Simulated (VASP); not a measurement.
Here is a VASP 6.6.1 calculation.

INCAR

```
SYSTEM = LiB3Pt
PREC = Accurate
ENCUT = 520
EDIFF = 1E-6
ISMEAR = 0
SIGMA = 0.1
LREAL = .FALSE.
LASPH = .TRUE.
NELM = 80
ALGO = Normal
ISIF = 2
LWAVE = .FALSE.
LCHARG = .FALSE.
GGA = PE
NBANDS = 19
```

Contents of KPOINTS:

```
Automatic mesh
0
G
  10 10 10
  0 0 0
```

File POSCAR:

```
LiB3Pt
1.0
    3.6721891216      0.0000000000      0.0000000000
    0.0000000000      3.6721891216      0.0000000000
    0.0000000000      0.0000000000      3.6721891216
Li B Pt
1 3 1
Direct
    0.0000000000      0.0000000000      0.0000000000
    0.5000000000      0.0000000000      0.0000000000
    0.0000000000      0.5000000000      0.0000000000
    0.0000000000      0.0000000000      0.5000000000
    0.5000000000      0.5000000000      0.5000000000
```

Potentials or basis: VASP PAW PBE potentials, release 64 (Li_sv, B, Pt).

Command:

```console
$ cat potpaw_PBE.64/Li_sv/POTCAR potpaw_PBE.64/B/POTCAR potpaw_PBE.64/Pt/POTCAR > POTCAR
$ mpirun -np 1 vasp_std > vasp.out
```

Q: Predict the band gap on the k mesh.

A: Zero (bands 11 and 12 overlap by 1.25 eV).

Caveat: spin-orbit coupling is left out, which moves the levels of the heavy elements.
